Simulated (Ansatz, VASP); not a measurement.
# ScAlN2 in VASP and in Ansatz

The input INCAR:

```
  PREC = Accurate
  ENCUT = 600
  EDIFF = 1E-6
  ISMEAR = 0
  SIGMA = 0.1
  LREAL = F
  LASPH = T
  NELM = 80
  ALGO = Normal
  ISIF = 3
  LWAVE = F
  LCHARG = F
  GGA = PE
  IBRION = 2
  NSW = 90
  EDIFFG = -0.04
```

The input KPOINTS:

```
regular mesh
0
Gamma
  4 4 4
```

POSCAR

```
ScAlN2
1.0
    2.3729915100     -3.2627756800      0.0000000000
    2.3729915100      3.2627756800      0.0000000000
    0.0000000000      0.0000000000      4.3260742200
Sc Al N
1 1 2
Direct
    0.5000000000      0.5000000000      0.5000000000
    0.0000000000      0.0000000000      0.5000000000
    0.3274902400      0.3274902400      0.0000000000
    0.6725097600      0.6725097600      0.0000000000
```

Input for Ansatz:

```yaml
crystal:
  lattice:
    - [2.37299151, -3.26277568, 0.0]
    - [2.37299151, 3.26277568, 0.0]
    - [0.0, 0.0, 4.32607422]
  atoms:
    - { symbol: Sc, position: [0.5, 0.5, 0.5] }
    - { symbol: Al, position: [0.0, 0.0, 0.5] }
    - { symbol: "N", position: [0.32749024, 0.32749024, 0.0] }
    - { symbol: "N", position: [0.67250976, 0.67250976, 0.0] }
basis:
  ecutwfc: 420
kpoints:
  mp_grid: { grid: [4, 4, 4] }
hamiltonian:
  xc: pbe
scf:
  occupations: { method: gaussian, width: 0.1 }
  lower_state_search: "off"
output:
  forces: true
  stress: true
  eigenvalues: true
relax:
  adjacent_minimum: "off"
  f_tol: 0.04
  max_steps: 70
  cell: { stress_tol: 0.4 }
```

Alike in both runs: task relaxation of cell and atoms; functional PBE; k mesh 4 × 4 × 4; occupations gaussian, width 0.1 eV; no spin polarisation.

```csv
,VASP,Ansatz
version,VASP 6.6.1,Ansatz 0.2.0
potentials or method,"VASP PAW PBE potentials, release 64 (Sc_sv, Al, N), cutoff 600 eV","scalar-relativistic, plane waves, PAW"
valence electrons in the cell,24,24
```

```csv
,VASP,Ansatz,Ansatz less VASP
"gap on the k mesh at the Fermi level, each at its own relaxed structure (eV)",none,none,-
relaxed volume (Å³/atom),17.82,17.77,-0.056
relaxed length of the cell vector where the two differ most in proportion (Å),4.290,4.278,-0.0122
```

A gap of «none» marks a metal or a gap that the smearing closes.

The k mesh is coarse, so the values compare programs but aren't converged.
